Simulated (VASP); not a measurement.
# H4C in VASP: notebook

H4C is run at these levels: PBE+D3(BJ); tasks: single point.

All numbers are computed with VASP 6.6.1; they aren't measurements. Logs are shortened: lines on timing, memory, paths and dates and some standing lists are left out, and cuts for length are marked.

### Step 1. The cell of the first run

The cell holds an amorphous packing of atoms, 40 atoms: a = 7.873 Å, b = 7.873 Å, c = 7.873 Å, α = 90.00°, β = 90.00°, γ = 90.00°.

### Step 2. Single point, PBE+D3(BJ)

Contents of INCAR:

```
SYSTEM = H4C
  PREC = Accurate
  ENCUT = 520
  EDIFF = 1E-7
  ISMEAR = -1
  SIGMA = 0.05
  LREAL = Auto
  LASPH = .True.
  NELM = 60
  ALGO = Normal
  ISIF = 2
  LWAVE = .False.
  LCHARG = .False.
  GGA = PE
  IVDW = 12
  NBANDS = 58
```

Contents of KPOINTS:

```
Automatic mesh
0
Gamma
  1 1 1
  0 0 0
```

Contents of POSCAR:

```
H4C
1.0
    7.8729940000      0.0000000000      0.0000000000
    0.0000000000      7.8729940000      0.0000000000
    0.0000000000      0.0000000000      7.8729940000
C H
8 32
Direct
    0.4632714953      1.0330016868      0.6623170331
    0.5369837094      0.8583235674      0.6226312561
    0.1665665315      0.7093710589      0.4176339630
    0.2962682312      0.6864966807      0.2756778610
    0.5012047475      0.3242972469      0.0636294945
    0.6762780778      0.2594800086      0.1144750233
    0.9808291947      0.2864963663      0.5840398788
    1.0575544087      0.2351805588      0.4136898873
    0.3434370060      1.0551860158      0.5935473306
    0.4366691127      1.0463566698      0.7992157887
    0.5518782965      1.1365805235      0.6259855989
    0.6583609470      0.8380787273      0.6887745386
    0.4493995237      0.7561453750      0.6615690529
    0.5611630706      0.8430830796      0.4854631953
    0.1697408119      0.6023474105      0.5077175241
    0.1895538288      0.8257701625      0.4905808453
    0.0366807449      0.7166578875      0.3667295965
    0.3017512071      0.7986376716      0.1916920526
    0.4248087106      0.6665351406      0.3267387677
    0.2659388418      0.5764752894      0.1962120553
    0.5091753645      0.4475246141     -0.0024728470
    0.4359618461      0.2357265636     -0.0210726100
    0.4201823619      0.3419169217      0.1750716985
    0.6664258744      0.1390901230      0.1850126934
    0.7584459911      0.2365114667      0.0040646636
    0.7422442970      0.3503522203      0.1969464023
    0.9197541621      0.4120703756      0.5769487446
    0.8835307203      0.1948011334      0.6263841472
    1.0779395972      0.2933911518      0.6846837911
    1.1118166029      0.1066370538      0.4185317320
    0.9616588851      0.2350097616      0.3122129914
    1.1592286751      0.3226991910      0.3745950219
    0.0762197058      0.4500165796      0.0305398609
    0.1196981810      0.3745380166     -0.0075819636
    0.8209843041     -0.0763290352      0.4287136072
    0.8248845511     -0.0285662843      0.3466513896
    0.1013365385      0.7363902369      0.9228773327
    0.0922551328      0.7418168939      0.8284121125
    0.1205895228      0.0710860346      0.9853283058
    0.1755616887      0.0778683540      0.9080688824
```

Potentials or basis: VASP PAW PBE potentials, release 64 (C, H).

Started as:

```console
$ cat potpaw_PBE.64/C/POTCAR potpaw_PBE.64/H/POTCAR > POTCAR
$ mpirun -np 1 vasp_gam > vasp.out
```

OUTCAR:

```text
SYSTEM = H4C
   PREC = Accurate
   ENCUT = 520
   EDIFF = 1E-7
   ISMEAR = -1
   LREAL = Auto
   LASPH = .True.
   NELM = 60
   ISIF = 2
   GGA = PE
   IVDW = 12
 IVDW          = 12

 ion  position               nearest neighbor table
   1  0.463  0.033  0.662-   9 1.10  10 1.10  11 1.11   2 1.53
   2  0.537  0.858  0.623-  12 1.10  13 1.10  14 1.10   1 1.53
   3  0.167  0.709  0.418-  16 1.10  17 1.10  15 1.10   4 1.52
   4  0.296  0.686  0.276-  20 1.09  19 1.10  18 1.10   3 1.52
   5  0.501  0.324  0.064-  22 1.09  23 1.09  21 1.10   6 1.52
   6  0.676  0.259  0.114-  26 1.10  25 1.10  24 1.10   5 1.52
   7  0.981  0.286  0.584-  27 1.10  29 1.10  28 1.10   8 1.53
   8  0.058  0.235  0.414-  30 1.10  31 1.10  32 1.10   7 1.53
   9  0.343  0.055  0.594-   1 1.10
  10  0.437  0.046  0.799-   1 1.10
  11  0.552  0.137  0.626-   1 1.11
  12  0.658  0.838  0.689-   2 1.10
  13  0.449  0.756  0.662-   2 1.10
  14  0.561  0.843  0.485-   2 1.10
[... 24 lines left out ...]
  39  0.121  0.071  0.985-  40 0.75
  40  0.176  0.078  0.908-  39 0.75

  LATTYP: Found a simple cubic cell.
 ALAT       =     7.8729940000

  Lattice vectors:

 A1 = (   7.8729940000,   0.0000000000,   0.0000000000)
 A2 = (   0.0000000000,   7.8729940000,   0.0000000000)
 A3 = (   0.0000000000,   0.0000000000,   7.8729940000)

Analysis of symmetry for initial positions (statically):
=====================================================================
 Subroutine PRICEL returns:
 Original cell was already a primitive cell.

 Routine SETGRP: Setting up the symmetry group for a
 simple cubic supercell.

 Subroutine GETGRP returns: Found  1 space group operations
 (whereof  1 operations were pure point group operations)
 out of a pool of 48 trial point group operations.

The static configuration has the point symmetry C_1 .

Analysis of symmetry for dynamics (positions and initial velocities):
=====================================================================
 Subroutine PRICEL returns:
 Original cell was already a primitive cell.

 Routine SETGRP: Setting up the symmetry group for a
 simple cubic supercell.

 Subroutine GETGRP returns: Found  1 space group operations
 (whereof  1 operations were pure point group operations)
 out of a pool of 48 trial point group operations.

The dynamic configuration has the point symmetry C_1 .

[... 152 lines left out ...]
   EDIFFG = 0.1E-05   stopping-criterion for IOM
   NSW    =      0    number of steps for IOM
   IBRION =     -1    ionic relax: 0-MD 1-quasi-New 2-CG
   NFREE  =      0    steps in history (QN), initial steepest desc. (CG)
   ISIF   =      2    stress and relaxation
   ISYM   =      2    0-nonsym 1-usesym 2-fastsym
   POTIM  = 0.5000    time-step for ionic-motion
   TEBEG  =    0.0;   TEEND  =   0.0 temperature during run
   PSTRESS=    0.0 pullay stress
   NELECT =      64.0000    total number of electrons
   NUPDOWN=      -1.0000    fix difference up-down
   EMIN   =  10.00;   EMAX   =-10.00  energy-range for DOS
   EFERMI =   0.00;   METHOD = LEGACY
   ISMEAR =    -1;   SIGMA  =   0.05  broadening in eV -4-tet -1-fermi 0-gaus
   EFERMI_NEDOS =   21; number of points for ismear=-14 and -15
   IALGO  =     38    algorithm
   IMIX   =      4    mixing-type and parameters
     AMIX     =   0.40;   BMIX     =  1.00
     AMIX_MAG =   1.60;   BMIX_MAG =  1.00
  volume/ion in A,a.u.               =      12.20        82.33
  Fermi-wavevector in a.u.,A,eV,Ry     =   0.831754  1.571787  9.412711  0.691815
  Thomas-Fermi vector in A             =   1.944694
   LORBIT       =      0    0 simple, 1 ext, 2 COOP (PROOUT), +10 PAW based schemes
   GGA     = PE    functional components
   LHFCALC =     F    Hartree Fock is set to
   AEXX    =    0.0000 exact exchange contribution
   IVDW    =    12    specifies the selected vdW correction
   LEPSILON=     F    determine dielectric tensor
   LRPA    =     F    only Hartree local field effects (RPA)
 non-spin polarized calculation
  energy-cutoff  :      520.00
  volume of cell :      488.00
 maximum number of plane-waves:      6603
 NGX is ok and might be reduce to    60
   NGX = 29   NGY = 29   NGZ = 29

 number of electron      63.9999996 magnetization

 Free energy of the ion-electron system (eV)
  ---------------------------------------------------
  ext. energy  EPLUGINS =         0.00000000
  ---------------------------------------------------
  free energy    TOTEN  =      -188.89641798 eV

  energy without entropy =     -188.89641798  energy(sigma->0) =     -188.89641798

 E-fermi :  -4.4137     XC(G=0):  -5.5730

 val. band max:       -5.6782825485   @ k =   0.0000   0.0000   0.0000
 cond. band min:       1.2800395842   @ k =   0.0000   0.0000   0.0000
 fundamental gap:      6.9583221326
 Fermi energy:        -4.4137231669

 k-point     1 :       0.0000    0.0000    0.0000
  band No.  band energies     occupation
      1     -16.5533      2.00000
      2     -16.3931      2.00000
      3     -16.3601      2.00000
      4     -16.3133      2.00000
      5     -12.9806      2.00000
      6     -12.9292      2.00000
[... 36 lines left out ...]
     43       3.9127      0.00000
     44       4.2494      0.00000
 [bands above 44 left out]

------------------------ aborting loop because EDIFF is reached ----------------------------------------

 Edisp (eV)   -1.13547

 E8    (eV) :    -0.2411

  FORCE on cell =-STRESS in cart. coord.  units (eV):
  Direction    XX          YY          ZZ          XY          YZ          ZX
  --------------------------------------------------------------------------------------
  -------------------------------------------------------------------------------------
  Total       0.08468     0.19672    -0.41874    -0.15785     0.77105     0.31309
  in kB       0.27801     0.64587    -1.37479    -0.51825     2.53147     1.02793
  external pressure =       -0.15 kB  Pullay stress =        0.00 kB

 VOLUME and BASIS-vectors are now :
 -----------------------------------------------------------------------------
  energy-cutoff  :      520.00
  volume of cell :      488.00
      direct lattice vectors                 reciprocal lattice vectors
     7.872994000  0.000000000  0.000000000     0.127016482  0.000000000  0.000000000
     0.000000000  7.872994000  0.000000000     0.000000000  0.127016482  0.000000000
     0.000000000  0.000000000  7.872994000     0.000000000  0.000000000  0.127016482

 POSITION                                       TOTAL-FORCE (eV/Angst)
 -----------------------------------------------------------------------------------
      3.64733      0.25982      5.21442         0.094699      0.243025      0.010658
      4.22767      6.75758      4.90197         0.002103     -0.108642     -0.112526
      1.31138      5.58487      3.28803        -0.074293     -0.129492      0.048315
      2.33252      5.40478      2.17041         0.102668      0.161171     -0.034102
      3.94598      2.55319      0.50095         0.134725      0.177715     -0.057847
      5.32433      2.04288      0.90126        -0.024782     -0.132628      0.019009
[... 32 lines left out ...]
      0.94940      0.55966      7.75748        -0.040543     -0.001583      0.059901
      1.38220      0.61306      7.14922        -0.000155     -0.026375     -0.020463
 -----------------------------------------------------------------------------------
    total drift:                                0.004442      0.006304     -0.003119

  FREE ENERGIE OF THE ION-ELECTRON SYSTEM (eV)
  ---------------------------------------------------
  free  energy   TOTEN  =      -190.0318925465 eV

  energy  without entropy=     -190.0318925465  energy(sigma->0) =     -190.03189255
```

OSZICAR:

```text
N       E                     dE             d eps       ncg     rms          rms(c)
DAV:   1     0.340698143616E+03    0.34070E+03   -0.27373E+04   116   0.918E+02
DAV:   2    -0.154334583920E+03   -0.49503E+03   -0.46663E+03   150   0.198E+02
DAV:   3    -0.209041830649E+03   -0.54707E+02   -0.54331E+02   152   0.712E+01
DAV:   4    -0.210599473269E+03   -0.15576E+01   -0.15543E+01   144   0.142E+01
DAV:   5    -0.210639772798E+03   -0.40300E-01   -0.40264E-01   160   0.216E+00    0.232E+01
DAV:   6    -0.192619704742E+03    0.18020E+02   -0.25693E+01   136   0.156E+01    0.115E+01
DAV:   7    -0.189439671396E+03    0.31800E+01   -0.83960E+00   152   0.881E+00    0.585E+00
DAV:   8    -0.188958337019E+03    0.48133E+00   -0.17789E+00   144   0.437E+00    0.168E+00
DAV:   9    -0.188880883382E+03    0.77454E-01   -0.32935E-01   144   0.184E+00    0.487E-01
DAV:  10    -0.188893162915E+03   -0.12280E-01   -0.31696E-02   144   0.660E-01    0.205E-01
DAV:  11    -0.188895954932E+03   -0.27920E-02   -0.53391E-03   136   0.348E-01    0.882E-02
DAV:  12    -0.188896556509E+03   -0.60158E-03   -0.24693E-03   120   0.197E-01    0.724E-02
DAV:  13    -0.188896473072E+03    0.83438E-04   -0.96475E-04   136   0.110E-01    0.274E-02
DAV:  14    -0.188896434563E+03    0.38509E-04   -0.15886E-04   120   0.493E-02    0.121E-02
DAV:  15    -0.188896422091E+03    0.12472E-04   -0.22138E-05   144   0.225E-02    0.656E-03
DAV:  16    -0.188896418397E+03    0.36944E-05   -0.51110E-06   120   0.107E-02    0.425E-03
DAV:  17    -0.188896418031E+03    0.36579E-06   -0.20935E-06   160   0.511E-03    0.117E-03
DAV:  18    -0.188896417978E+03    0.53207E-07   -0.19772E-07   112   0.169E-03
   1 F= -.19003189E+03 E0= -.19003189E+03  d E =-.346037E-10
```

It took 46 s on 1 thread of Intel Xeon Platinum 8488C (Sapphire Rapids), shared host; peak memory 0.46 GiB.

What came out:

```
Free energy                : -190.0319 eV
Pressure                   : 0.0 GPa
Largest force              : 0.312 eV/Å
Band gap on the k mesh     : 6.96 eV
Dispersion energy per atom : -0.028 eV
```

Forces in eV/Å, atoms in the order of the input:
```
C    0.095  0.243  0.011
C    0.002 -0.109 -0.113
C   -0.074 -0.129  0.048
C    0.103  0.161 -0.034
C    0.135  0.178 -0.058
C   -0.025 -0.133  0.019
C   -0.027 -0.048  0.117
C    0.040 -0.012 -0.075
H    0.080 -0.011  0.060
H    0.053 -0.013 -0.174
H   -0.190 -0.231  0.090
H   -0.009 -0.014  0.024
H    0.097  0.074 -0.007
H   -0.058  0.024  0.228
H    0.002  0.080 -0.069
H    0.000  0.022  0.006
H    0.022  0.008  0.016
H   -0.011 -0.091  0.079
H   -0.060 -0.002 -0.043
H   -0.010 -0.016 -0.016
H   -0.018 -0.082  0.045
H   -0.035 -0.071 -0.078
H   -0.059  0.015  0.099
H   -0.002  0.045 -0.032
H   -0.001  0.009 -0.037
H    0.001  0.053  0.029
H    0.018 -0.032 -0.003
H    0.092  0.088 -0.047
H   -0.097 -0.008 -0.098
H   -0.013  0.063  0.001
H    0.093  0.007  0.072
H   -0.041 -0.026  0.013
H   -0.024  0.019 -0.037
H   -0.023  0.003  0.001
H   -0.002 -0.026 -0.007
H    0.017 -0.002 -0.035
H   -0.006 -0.004  0.028
H   -0.023 -0.002 -0.061
H   -0.041 -0.002  0.060
H    0.000 -0.026 -0.020
```

Stress tensor (GPa, compression positive):
```
 0.03 -0.05  0.10
-0.05  0.06  0.25
 0.10  0.25 -0.14
```

Levels at points of the mesh, in eV from the valence-band top:
```csv
k point,band 30,band 31,band 32,band 33,band 34,band 35
"(0.00, 0.00, 0.00)",-0.14,-0.10,0.00,6.96,7.27,7.77
```

Caveat: the k points lie up to 0.80 Å⁻¹ apart.

(Continued in part 2 of 2.)
